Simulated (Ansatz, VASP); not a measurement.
**One calculation of Yb, two programs**

```
Yb
1.0
    -2.10970    2.10970    2.23754
     2.10970   -2.10970    2.23754
     2.10970    2.10970   -2.23754
Yb
1
Cartesian
  0.0000 0.0000 0.0000
```

Change from the starting cell: z stretched by +4 % at fixed volume.

Alike in both runs: task single point; functional PBEsol; k mesh 12 × 12 × 12; occupations fermi-dirac, width 0.05 eV; no spin polarisation.

```csv
,VASP,Ansatz
version,VASP 6.6.1,Ansatz 0.2.0
potentials or method,"VASP PAW PBE potentials, release 64 (Yb), cutoff 520 eV","all-electron LAPW, scalar-relativistic"
```

VASP gave:

* pressure (GPa): -4.0
* traceless stress, the component that is largest in VASP (GPa): -0.12

Estimate Ansatz's values.

pressure (GPa): -3.4; traceless stress, the component that is largest in VASP (GPa): -0.10.

VASP's potentials were made for PBE, not for PBEsol. Ansatz ran all-electron here, and VASP with PAW potentials.

Spin-orbit coupling is off throughout.
